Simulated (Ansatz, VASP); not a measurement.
Two plane-wave programs on BiS

```
CELL_PARAMETERS angstrom
3.58261 0.00000 0.00000
0.00000 3.58261 0.00000
0.00000 0.00000 3.58261
ATOMIC_POSITIONS crystal
Bi 0.50000 0.50000 0.50000
S 0.00000 0.00000 0.00000
```

Change from the starting cell: species swapped into the ZrIr type (Pm-3m, No. 221).

Alike in both runs: functional PBE; k mesh 16 × 16 × 16; occupations gaussian, width 0.1 eV; no spin polarisation.

Ansatz relaxed the structure, and its values are those at the end. VASP's run is a single point on that final structure, the one shown.

```csv
,VASP,Ansatz
version,VASP 6.6.1,Ansatz 0.2.0
potentials or method,"VASP PAW PBE potentials, release 64 (Bi_d, S), cutoff 520 eV","scalar-relativistic, plane waves, PAW"
valence electrons in the cell,21,21
```

|  | VASP | Ansatz | Ansatz less VASP |
| --- | --- | --- | --- |
| gap on the k mesh at the Fermi level (eV) | none | none | - |
| pressure (GPa) | 0.0 | 0.0 | +0.08 |

A gap of «none» marks a metal or a gap that the smearing closes.

Neither program's run includes spin-orbit coupling.
